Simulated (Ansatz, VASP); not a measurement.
## CsBr: VASP beside Ansatz

File INCAR:

```
SYSTEM = CsBr
ALGO = Normal ; EDIFF = 1E-6
ENCUT = 500 ; GGA = PS
GGA_COMPAT = .False. ; ISIF = 2
ISMEAR = 0 ; LASPH = .True.
LCHARG = .False. ; LREAL = .False.
LWAVE = .False. ; NBANDS = 15
NELM = 120 ; PREC = Accurate
SIGMA = 0.01
```

KPOINTS

```
k-points
0
Gamma
  4 4 4
  0 0 0
```

POSCAR

```
CsBr
1.0
    4.2860000000      0.0000000000      0.0000000000
    0.0000000000      4.2860000000      0.0000000000
    0.0000000000      0.0000000000      4.2860000000
Cs Br
1 1
Direct
    0.0000000000      0.0000000000      0.0000000000
    0.5000000000      0.5000000000      0.5000000000
```

Input for Ansatz:

```yaml
crystal:
  lattice:
    - [4.286, 0.0, 0.0]
    - [0.0, 4.286, 0.0]
    - [0.0, 0.0, 4.286]
  atoms:
    - { symbol: Cs, position: [0.0, 0.0, 0.0] }
    - { symbol: Br, position: [0.5, 0.5, 0.5] }
basis:
  ecutwfc: 420.0
kpoints:
  mp_grid:
    grid: [4, 4, 4]
hamiltonian:
  xc: pbesol
scf:
  occupations:
    method: fixed
output:
  stress: true
  eigenvalues: true
```

Alike in both runs: task single point; functional PBEsol; k mesh 4 × 4 × 4; no spin polarisation.

|  | VASP | Ansatz |
| --- | --- | --- |
| version | VASP 6.6.1 | Ansatz 0.2.0 |
| potentials or method | VASP PAW PBE potentials, release 64 (Cs_sv, Br), cutoff 500 eV | plane waves, PAW |
| occupations | gaussian, width 0.01 eV | fixed |
| valence electrons in the cell | 16 | 16 |

```csv
,VASP,Ansatz,Ansatz less VASP
gap on the k mesh at the Fermi level (eV),4.33,4.33,+0.010
pressure (GPa),-0.4,-0.4,-0.06
```

VASP's potentials were made for PBE, not for PBEsol.

Spin-orbit coupling is off throughout.
